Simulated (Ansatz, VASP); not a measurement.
**Two plane-wave programs on AlCr2C**

```
CELL_PARAMETERS angstrom
2.79165 0.00000 0.00000
-1.39583 2.41764 0.00000
0.00000 0.00000 12.47087
ATOMIC_POSITIONS crystal
Al 0.66667 0.33333 0.25000
Al 0.33333 0.66667 0.75000
Cr 0.33333 0.66667 0.41537
Cr 0.66667 0.33333 0.91537
Cr 0.66667 0.33333 0.58463
Cr 0.33333 0.66667 0.08463
C 0.00000 0.00000 0.50000
C 0.00000 0.00000 0.00000
```

Alike in both runs: functional LDA; k mesh 15 × 15 × 4; occupations gaussian, width 0.1 eV; no spin polarisation.

Ansatz relaxed the structure, and its values are those at the end. VASP's run is a single point on that final structure, the one shown.

|  | VASP | Ansatz |
| --- | --- | --- |
| version | VASP 6.6.1 | Ansatz 0.2.0 |
| potentials or method | VASP PAW LDA potentials, release 64 (Al, Cr_pv, C), cutoff 520 eV | scalar-relativistic, plane waves, PAW |
| valence electrons in the cell | 62 | 70 |

|  | VASP | Ansatz | Ansatz less VASP |
| --- | --- | --- | --- |
| gap on the k mesh at the Fermi level (eV) | none | none | - |
| pressure (GPa) | 0.6 | 0.0 | -0.64 |
| rms of the force components (eV/Å) | 0.030 | 0.000 | -0.0301 |

LDA's correlation is that of Perdew and Zunger in VASP and of Perdew and Wang (1992) in Ansatz. A gap of «none» marks a metal or a gap that the smearing closes. VASP's potentials hold 62 valence electrons a cell and Ansatz's 70, so a difference there can come from the potentials and not from the codes.
